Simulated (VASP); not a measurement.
# MgO (P-6m2) in VASP: a series of runs, part 2 of 2

VASP 6.6.1.

## (3) Single point, r2SCAN

This run uses another cell than the first one, of 10.55 Å³/atom, 1.026 times its volume.

POSCAR

```
MgO
1.0
    2.9893504961      0.0000000000      0.0000000000
   -1.4946747393      2.5888536507      0.0000000000
    0.0000000000      0.0000000000      2.7264960793
Mg O
1 1
Direct
    0.0000000000      0.0000000000      0.0000000000
    0.3333333333      0.6666666667      0.5000000000
```

INCAR.step1

```
SYSTEM = MgO
ALGO = Normal
EDIFF = 1E-4
ENCUT = 520
GGA = PE
ISMEAR = 0
LASPH = .TRUE.
LCHARG = .FALSE.
LREAL = .FALSE.
LWAVE = .TRUE.
NBANDS = 11
NELM = 60
PREC = Accurate
SIGMA = 0.01
```

INCAR.step2

```
SYSTEM = MgO
ALGO = Normal
EDIFF = 1E-6
ENCUT = 520
ISIF = 2
ISMEAR = 0
ISTART = 1
LASPH = .TRUE.
LCHARG = .FALSE.
LMIXTAU = .TRUE.
LREAL = .FALSE.
LWAVE = .FALSE.
METAGGA = R2SCAN
NBANDS = 11
NELM = 60
PREC = Accurate
SIGMA = 0.01
```

KPOINTS

```
k-points
0
G
  12 12 8
  0 0 0
```

Potentials or basis: VASP PAW PBE potentials, release 64 (Mg, O).

Launch:

```sh
$ cat potpaw_PBE.64/Mg/POTCAR potpaw_PBE.64/O/POTCAR > POTCAR
$ cp INCAR.step1 INCAR
$ mpirun -np 1 vasp_std > vasp.out
$ cp INCAR.step2 INCAR
$ mpirun -np 1 vasp_std > vasp.out
```

Run time: 62 s. Hardware: 1 thread of AMD EPYC 7R13 (Zen 3), shared host; peak memory 0.12 GiB.

It converged, with:

```yaml
Free_energy: -15.3358 eV
Pressure: -12.4 GPa
Band_gap_on_the_k_mesh: 3.37 eV, indirect (least direct gap 3.77 eV)
```

Stress tensor (GPa, compression positive):
```
-11.51   0.00   0.00
  0.00 -11.51   0.00
  0.00   0.00 -14.12
```

Levels at points of the mesh, in eV from the valence-band top:
| k point | band 1 | band 2 | band 3 | band 4 | band 5 | band 6 | band 7 | band 8 |
| --- | --- | --- | --- | --- | --- | --- | --- | --- |
| (0.00, 0.00, 0.00) | -18.13 | -0.59 | -0.59 | -0.40 | 3.37 | 12.69 | 16.12 | 16.12 |
| (0.50, 0.00, 0.00) | -17.23 | -4.65 | -1.28 | -0.05 | 7.13 | 10.99 | 13.76 | 18.30 |
| (0.00, 0.00, 0.50) | -17.19 | -5.11 | -0.09 | -0.09 | 8.71 | 9.46 | 18.18 | 18.18 |
| (0.50, 0.00, 0.50) | -16.55 | -3.58 | -3.22 | -0.79 | 6.43 | 12.00 | 14.45 | 15.48 |

Caveat: the PAW data sets were made with another functional, which shifts forces and pressure a little. A k mesh can miss the band edges.

## (4) Single point, r2SCAN

This run uses another cell than the first one, of 10.82 Å³/atom, 1.052 times its volume.

POSCAR

```
MgO
1.0
    3.0143671445      0.0000000000      0.0000000000
   -1.5071830593      2.6105187052      0.0000000000
    0.0000000000      0.0000000000      2.7493130069
Mg O
1 1
Direct
    0.0000000000      0.0000000000      0.0000000000
    0.3333333333      0.6666666667      0.5000000000
```

INCAR.step1

```
SYSTEM = MgO
  PREC = Accurate
  ENCUT = 520
  ISMEAR = 0
  SIGMA = 0.01
  LREAL = .False.
  LASPH = .True.
  NELM = 80
  NBANDS = 11
  GGA = PE
  ALGO = Normal
  EDIFF = 1E-4
  LWAVE = .True.
  LCHARG = .False.
```

INCAR.step2

```
SYSTEM = MgO
  PREC = Accurate
  ENCUT = 520
  EDIFF = 1E-6
  ISMEAR = 0
  SIGMA = 0.01
  LREAL = .False.
  LASPH = .True.
  NELM = 80
  ALGO = Normal
  ISIF = 2
  LWAVE = .False.
  LCHARG = .True.
  METAGGA = R2SCAN
  LMIXTAU = .True.
  LELF = .True.
  LVHAR = .True.
  NBANDS = 11
  ISTART = 1
```

KPOINTS

```
regular mesh
0
Gamma
  12 12 8
  0 0 0
```

Potentials or basis: VASP PAW PBE potentials, release 64 (Mg, O).

Launch:

```sh
$ cat potpaw_PBE.64/Mg/POTCAR potpaw_PBE.64/O/POTCAR > POTCAR
$ cp INCAR.step1 INCAR
$ mpirun -np 1 vasp_std > vasp.out
$ cp INCAR.step2 INCAR
$ mpirun -np 1 vasp_std > vasp.out
```

OUTCAR:

```text
SYSTEM = MgO
   PREC = Accurate
   ENCUT = 520
   EDIFF = 1E-6
   ISMEAR = 0
   LREAL = .False.
   LASPH = .True.
   NELM = 80
   ISIF = 2
   METAGGA = R2SCAN
   ISTART = 1

 ion  position               nearest neighbor table
   1  0.000  0.000  0.000-   2 2.22   2 2.22   2 2.22   2 2.22   2 2.22   2 2.22
   2  0.333  0.667  0.500-   1 2.22   1 2.22   1 2.22   1 2.22   1 2.22   1 2.22

  LATTYP: Found a hexagonal cell.
 ALAT       =     3.0143671445
 C/A-ratio  =     0.9120697231

  Lattice vectors:

 A1 = (   3.0143671445,   0.0000000000,   0.0000000000)
[... 516 lines left out ...]
      8      19.8101      0.00000
      9      19.8404      0.00000
     10      25.9680      0.00000
     11      26.2962      0.00000

 [... further k-points ...]
[... 5 lines left out ...]
  --------------------------------------------------------------------------------------
  -------------------------------------------------------------------------------------
  Total       -1.8596114     -1.8596116     -2.2976090     -0.0000004      0.0000000      0.0000000
  in kB     -137.7163892   -137.7164084   -170.1529846     -0.0000271      0.0000000      0.0000000
  external PRESSURE =    -148.5285941 kB  Pullay stress =       0.0000000 kB

 VOLUME and BASIS-vectors are now :
 -----------------------------------------------------------------------------
  energy-cutoff  :      520.00
  volume of cell :       21.63
      direct lattice vectors                 reciprocal lattice vectors
     3.014367144  0.000000000  0.000000000     0.331744593  0.191532751  0.000000000
    -1.507183059  2.610518705  0.000000000     0.000000000  0.383065633  0.000000000
     0.000000000  0.000000000  2.749313007     0.000000000  0.000000000  0.363727228

 POSITION                                       TOTAL-FORCE (eV/Angst)
 -----------------------------------------------------------------------------------
      0.00000      0.00000      0.00000         0.000000     -0.000000      0.000000
      0.00000      1.74035      1.37466        -0.000000      0.000000      0.000000
 -----------------------------------------------------------------------------------
    total drift:                                0.000011     -0.000004     -0.000000

  FREE ENERGIE OF THE ION-ELECTRON SYSTEM (eV)
  ---------------------------------------------------
  free  energy   TOTEN  =       -15.2908622233 eV

  energy  without entropy=      -15.2908622233  energy(sigma->0) =      -15.29086222
```

OSZICAR.step1:

```text
N       E                     dE             d eps       ncg     rms          rms(c)
DAV:   1     0.140736413736E+02    0.14074E+02   -0.45004E+03  2410   0.635E+02
DAV:   2    -0.122822141643E+02   -0.26356E+02   -0.25495E+02  2401   0.130E+02
DAV:   3    -0.129340146053E+02   -0.65180E+00   -0.65123E+00  2528   0.181E+01
DAV:   4    -0.129357924485E+02   -0.17778E-02   -0.17778E-02  2275   0.108E+00
DAV:   5    -0.129357989727E+02   -0.65243E-05   -0.65243E-05  2375   0.652E-02    0.734E+00
DAV:   6    -0.112399293032E+02    0.16959E+01   -0.10715E+01  2117   0.169E+01    0.259E+00
DAV:   7    -0.111976206565E+02    0.42309E-01   -0.12114E-01  2252   0.266E+00    0.140E+00
DAV:   8    -0.111777933993E+02    0.19827E-01   -0.46716E-02  2162   0.223E+00    0.295E-01
DAV:   9    -0.111774435632E+02    0.34984E-03   -0.26386E-04  2486   0.123E-01    0.222E-01
DAV:  10    -0.111772671434E+02    0.17642E-03   -0.81453E-04  2180   0.233E-01    0.178E-02
DAV:  11    -0.111772638152E+02    0.33282E-05   -0.20767E-05  1090   0.265E-02
   1 F= -.11177264E+02 E0= -.11177264E+02  d E =-.127318E-13
```

Run time: 63 s. Hardware: 1 thread of AMD EPYC 7R13 (Zen 3), shared host; peak memory 0.12 GiB.

Results:

```yaml
Free_energy: -15.2909 eV
Pressure: -14.9 GPa
Band_gap_on_the_k_mesh: 3.19 eV, indirect (least direct gap 3.58 eV)
```

Stress tensor (GPa, compression positive):
```
-13.77   0.00   0.00
  0.00 -13.77   0.00
  0.00   0.00 -17.02
```

Levels at points of the mesh, in eV from the valence-band top:
```tsv
k point	band 2	band 3	band 4	band 5	band 6	band 7
(0.00, 0.00, 0.00)	-0.57	-0.57	-0.39	3.19	12.59	15.91
(0.50, 0.00, 0.00)	-4.54	-1.25	-0.05	7.00	10.71	13.59
(0.00, 0.00, 0.50)	-4.99	-0.09	-0.09	8.50	9.25	17.99
(0.50, 0.00, 0.50)	-3.49	-3.13	-0.77	6.35	11.82	14.11
```

Caveat: the PAW data sets were made with another functional, which shifts forces and pressure a little.

## (5) The runs side by side

```csv
cell,gap on the mesh (eV),pressure (GPa)
"a = 2.964, b = 2.964, c = 2.703 Å, angles 90.0, 90.0, 120.0°, 2 atoms",3.56,-9.5
"a = 2.989, b = 2.989, c = 2.726 Å, angles 90.0, 90.0, 120.0°, 2 atoms",3.37,-12.4
"a = 3.014, b = 3.014, c = 2.749 Å, angles 90.0, 90.0, 120.0°, 2 atoms",3.19,-14.9
```

Alike in all rows: task single point; level r2SCAN; potentials or basis VASP PAW PBE potentials, release 64 (Mg, O); no spin polarisation; k mesh 12 × 12 × 8; cutoff (eV) 520; smearing gaussian 0.01 eV.

Caveats: the PAW data sets were made with another functional, which shifts forces and pressure a little.

Absolute energies hang on the potentials; compare differences alone.
